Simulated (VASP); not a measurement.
Write the native input for VASP 6.6.1 that does the following.

* Task: single point
* Functional: PBE
* Potentials or basis: VASP PAW PBE potentials, release 64 (Y_sv, W_sv, C)
* Cutoff: 520 eV
* k mesh: 4 × 4 × 4
* Occupations: gaussian, width 0.1 eV
* Spin: no spin polarisation
* Dipole correction: no
* Further INCAR settings: ALGO = Normal; EDIFF = 1e-06; NBANDS = 40

The structure of Y2WC6 lies in POSCAR:

```
Y2WC6
1.0
    0.0000000000      4.3511746353      4.3511746353
    4.3511746353      0.0000000000      4.3511746353
    4.3511746353      4.3511746353      0.0000000000
Y W C
2 1 6
Direct
    0.2500000000      0.2500000000      0.2500000000
    0.7500000000      0.7500000000      0.7500000000
    0.5000000000      0.5000000000      0.5000000000
    0.5000000000      0.0000000000      0.0000000000
    0.0000000000      0.5000000000      0.5000000000
    0.0000000000      0.5000000000      0.0000000000
    0.5000000000      0.0000000000      0.5000000000
    0.0000000000      0.0000000000      0.5000000000
    0.5000000000      0.5000000000      0.0000000000
```

The cell was generated, and may not be a known phase.

One way to write it, as run:

INCAR

```
ALGO = Normal ; EDIFF = 1E-6
ENCUT = 520 ; GGA = PE
ISIF = 2 ; ISMEAR = 0
LASPH = True ; LCHARG = True
LELF = True ; LREAL = False
LVHAR = True ; LWAVE = False
NBANDS = 40 ; NELM = 60
PREC = Accurate ; SIGMA = 0.1
```

KPOINTS

```
k-points
0
Gamma
  4 4 4
```

Potentials or basis: VASP PAW PBE potentials, release 64 (Y_sv, W_sv, C).

Command:

```sh
$ cat potpaw_PBE.64/Y_sv/POTCAR potpaw_PBE.64/W_sv/POTCAR potpaw_PBE.64/C/POTCAR > POTCAR
$ mpirun -np 1 vasp_std > vasp.out
```

It gave:

```json
{"Pressure": "0.2 GPa", "Band gap on the k mesh": "zero (bands 30 and 31 overlap by 0.20 eV)"}
```

Caveat: spin-orbit coupling is left out, which moves the levels of the heavy elements.

Wall time 2 min on 1 thread of Intel(R) Xeon(R) 6975P-C (Granite Rapids) (shared host), peak memory 0.35 GiB.
